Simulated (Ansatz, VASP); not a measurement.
Two plane-wave programs on Mo

```xyz
1
Lattice="0.0000 2.0083 2.0083 2.0083 0.0000 2.0083 2.0083 2.0083 0.0000" Properties=species:S:1:pos:R:3 pbc="T T T"
Mo    0.0000    0.0000    0.0000
```

Alike in both runs: functional revPBE; k mesh 14 × 14 × 14; occupations fermi-dirac, width 0.1 eV; no spin polarisation.

Ansatz relaxed the structure, and its values are those at the end. VASP's run is a single point on that final structure, the one shown.

|  | VASP | Ansatz |
| --- | --- | --- |
| version | VASP 6.6.1 | Ansatz 0.2.0 |
| potentials or method | VASP PAW PBE potentials, release 64 (Mo_sv), cutoff 520 eV | plane waves (420 eV) with PAW, scalar-relativistic |
| valence electrons in the cell | 14 | 14 |

```csv
,VASP,Ansatz,Ansatz less VASP
pressure (GPa),0.4,0.0,-0.44
```

VASP's potentials were made for PBE, not for revPBE.
